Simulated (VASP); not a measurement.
Runs of VASP 6.6.1 on NaI. The structure is that of space group Fm-3m (No. 225), or close to it. The cells are those of the table. 

```tsv
spin	cell	pressure (GPa)	moment (μB)
non-collinear, zero start, SOC	a = 4.439, b = 4.439, c = 4.428 Å, angles 60.1, 60.1, 59.8°, 2 atoms	0.0	0.00
off	a = 4.428 Å, angles 60.0°, 2 atoms	0.0	-
non-collinear, zero start, SOC	a = 4.450 Å, angles 60.0°, 2 atoms	(a)	0.00
non-collinear, zero start, SOC	a = 4.417, b = 4.417, c = 4.428 Å, angles 59.9, 59.9, 60.2°, 2 atoms	0.2	0.00
```

Alike in all rows: task single point; level LDA; potentials or basis VASP PAW LDA potentials, release 64 (Na_pv, I); k mesh 6 × 6 × 6; cutoff (eV) 520; smearing gaussian 0.01 eV.

Task: Fill in the values left out.

Result: (a) -0.2.
